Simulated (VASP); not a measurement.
Set up this calculation in VASP 6.6.1, as the native input.

```
Task                   : single point
Functional             : r2SCAN
Potentials or basis    : VASP PAW PBE potentials, release 64 (Ir_sv_GW)
Cutoff                 : 460 eV
k mesh                 : 12 × 12 × 1
Occupations            : gaussian, width 0.1 eV
Spin                   : no spin polarisation
Dipole correction      : yes
Further INCAR settings : ALGO = Normal; EDIFF = 1e-06; NBANDS = 42
```

System: Ir, a slab with vacuum.

```
Ir
1.0
     2.71823    0.00000    0.00000
    -1.35912    2.35406    0.00000
     0.00000    0.00000   23.65828
Ir
4
Cartesian
  1.3591 0.7847 8.5000
  0.0000 1.5694 10.7194
  0.0000 0.0000 12.8993
  1.3591 0.7847 15.0770
```

The input as run:

POSCAR

```
Ir
1.0
    2.7182312917      0.0000000000      0.0000000000
   -1.3591156459      2.3540573520      0.0000000000
    0.0000000000      0.0000000000     23.6582796676
Ir
4
Direct
    0.6666666667      0.3333333333      0.3592822521
    0.3333333333      0.6666666667      0.4530940840
    0.0000000000      0.0000000000      0.5452335064
    0.6666666667      0.3333333333      0.6372806647
```

INCAR.step1

```
SYSTEM = Ir
PREC = Accurate ; ENCUT = 460
ISMEAR = 0 ; SIGMA = 0.1
LREAL = .FALSE. ; LASPH = .TRUE.
NELM = 120 ; LDIPOL = .TRUE.
IDIPOL = 3 ; DIPOL = 0.5 0.5 0.499
NBANDS = 42 ; GGA = PE
ALGO = Normal ; EDIFF = 1E-5
LWAVE = .TRUE. ; LCHARG = .FALSE.
GGA_COMPAT = .FALSE. ; NELMDL = -8
```

INCAR.step2

```
SYSTEM = Ir
PREC = Accurate ; ENCUT = 460
EDIFF = 1E-6 ; ISMEAR = 0
SIGMA = 0.1 ; LREAL = .FALSE.
LASPH = .TRUE. ; NELM = 120
ALGO = Normal ; ISIF = 2
LWAVE = .FALSE. ; LCHARG = .FALSE.
LDIPOL = .TRUE. ; IDIPOL = 3
DIPOL = 0.5 0.5 0.499 ; METAGGA = R2SCAN
LMIXTAU = .TRUE. ; NBANDS = 42
ISTART = 1 ; GGA_COMPAT = .FALSE.
```

KPOINTS

```
Automatic mesh
0
G
  12 12 1
  0 0 0
```

Potentials or basis: VASP PAW PBE potentials, release 64 (Ir_sv_GW).

Command:

```bash
$ cat potpaw_PBE.64/Ir_sv_GW/POTCAR > POTCAR
$ cp INCAR.step1 INCAR
$ mpirun -np 1 vasp_std > vasp.out
$ cp INCAR.step2 INCAR
$ mpirun -np 1 vasp_std > vasp.out
```

It gave:

```
Largest force          : 0.433 eV/Å
Band gap on the k mesh : zero (bands 34 and 35 overlap by 2.51 eV)
```

Caveat: the PAW data sets were made with another functional, which shifts forces and pressure a little; spin-orbit coupling is left out, which moves the levels of the heavy elements.

It took 28 min on 1 thread of Intel(R) Xeon(R) Platinum 8259CL CPU @ 2.50GHz (Skylake/Cascade Lake) (shared host), peak memory 0.3 GiB.
